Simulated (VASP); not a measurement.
Runs of VASP 6.6.1 on BeZn4O. The structure is that of space group P4/mmm (No. 123), or close to it. The cells are those of the table. 

```csv
task,cell,k mesh,cutoff (eV),gap on the mesh (eV),pressure (GPa),largest force (eV/Å)
single point,"a = 3.842, b = 3.842, c = 5.594 Å, 6 atoms",10 × 10 × 8,520,none,0.3,(a)
relaxation of cell and atoms,"relaxed from a = 3.953, b = 3.953, c = 5.460 Å, 6 atoms",4 × 4 × 4,600,none,0.0,0.02
single point,"a = 3.933, b = 3.933, c = 5.405 Å, 6 atoms",4 × 4 × 4,520,none,0.2,0.03
single point,"a = 3.953, b = 3.953, c = 5.460 Å, 6 atoms",4 × 4 × 4,520,none,0.2,2.34
```

Alike in all rows: level PBE; potentials or basis VASP PAW PBE potentials, release 64 (Be, Zn, O); no spin polarisation; smearing gaussian 0.1 eV.

**Question.** Estimate the missing entries.

**Answer.** (a) 0.01.

Caveats: some runs use coarse meshes; forces of over 1 eV/Å act on the atoms, so gaps and moduli don't describe the material at rest (some runs).

A gap of «none» marks levels without a gap at the run's occupations.
